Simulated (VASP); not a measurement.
A run of VASP 6.6.1:

File INCAR:

```
SYSTEM = ScB2N3
PREC = Accurate
ENCUT = 520
EDIFF = 1E-6
ISMEAR = 0
SIGMA = 0.1
LREAL = .False.
LASPH = .True.
NELM = 80
ALGO = Normal
ISIF = 2
LWAVE = .False.
LCHARG = .False.
GGA = PE
NBANDS = 25
```

File KPOINTS:

```
Automatic mesh
0
Gamma
  6 6 6
  0 0 0
```

The input POSCAR:

```
ScB2N3
1.0
    4.7353073990      0.0000000000      0.0000000000
   -2.3676536995      4.1008965022      0.0000000000
    0.0000000000      0.0000000000      2.3945236252
Sc B N
1 2 3
Direct
    0.0000000000      0.0000000000      0.0000000000
    0.6666666667      0.3333333333      0.0000000000
    0.3333333333      0.6666666667      0.0000000000
    0.0000000000      0.5000000000      0.5000000000
    0.5000000000      0.5000000000      0.5000000000
    0.5000000000      0.0000000000      0.5000000000
```

Potentials or basis: VASP PAW PBE potentials, release 64 (Sc_sv, B, N).

Command:

```sh
$ cat potpaw_PBE.64/Sc_sv/POTCAR potpaw_PBE.64/B/POTCAR potpaw_PBE.64/N/POTCAR > POTCAR
$ mpirun -np 1 vasp_std > vasp.out
```

Hardware: 1 thread of Intel(R) Xeon(R) 6975P-C (Granite Rapids) (shared host).

Task: Estimate the wall time of this run.

Result: Run time: 17 s on 1 thread of Intel(R) Xeon(R) 6975P-C (Granite Rapids), on a shared host, peak memory 0.17 GiB. Counts: scf iterations 18, k points 28.
